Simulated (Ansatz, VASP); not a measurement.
Two plane-wave programs on SrO

```
Sr O
1.0
     3.95322   -3.95322    0.00000
     3.95322    3.95322    0.00000
     0.00000    0.00000    3.63395
Sr O
2 2
Direct
  0.00000 0.00000 0.00000
  0.50000 0.50000 0.50000
  0.69500 0.30500 0.00000
  0.30500 0.69500 0.00000
```

Change from the starting cell: ordered vacancies on the anion sites of rutile (Cmmm, No. 65).

Alike in both runs: task single point; functional PBE; k mesh 4 × 4 × 6; occupations gaussian, width 0.1 eV; collinear spin.

|  | VASP | Ansatz |
| --- | --- | --- |
| version | VASP 6.6.1 | Ansatz 0.2.0 |
| potentials or method | VASP PAW PBE potentials, release 64 (Sr_sv, O), cutoff 520 eV | scalar-relativistic, plane waves, PAW |
| valence electrons in the cell | 32 | 32 |

|  | VASP | Ansatz | Ansatz less VASP |
| --- | --- | --- | --- |
| gap on the k mesh at the Fermi level (eV) | none | none | - |
| pressure (GPa) | -0.6 | -1.0 | -0.39 |
| traceless stress, the component that is largest in VASP (GPa) | -7.79 | -8.19 | -0.396 |
| rms of the force components (eV/Å) | 0.597 | 0.595 | -0.0021 |
| net moment per atom (μB) | 0.00 | 0.00 | 0.000 |

Atom by atom the forces differ by 0.002 eV/Å (rms over components). A gap of «none» marks a metal or a gap that the smearing closes. Ansatz's warnings: seeded moment not kept.
